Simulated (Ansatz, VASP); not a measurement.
**PbS in VASP and in Ansatz**

```
CELL_PARAMETERS angstrom
0.00000 3.01711 2.97951
3.01711 0.00000 2.97951
3.01711 3.01711 0.00000
ATOMIC_POSITIONS crystal
Pb 0.00000 0.00000 0.00000
S 0.50000 0.50000 0.50000
```

Change from the starting cell: epitaxial_xy strain +1.0%.

Alike in both runs: task single point; functional r2SCAN; k mesh 8 × 8 × 8; occupations fermi-dirac, width 0.02 eV; non-collinear spin, spin-orbit coupling.

|  | VASP | Ansatz |
| --- | --- | --- |
| version | VASP 6.6.1 | Ansatz 0.2.0 |
| potentials or method | VASP PAW PBE potentials, release 64 (Pb_d, S) | plane waves, PAW |
| plane-wave cutoff (eV) | 520 | 500 |
| valence electrons in the cell | 20 | 20 |

Ansatz gave:

* pressure (GPa): -1.2
* traceless stress, the component that is largest in VASP (GPa): 0.90

What did VASP give for the same quantities?

Pressure (GPa): -1.2; traceless stress, the component that is largest in VASP (GPa): 0.92.

VASP's potentials were made for PBE, not for r2SCAN.
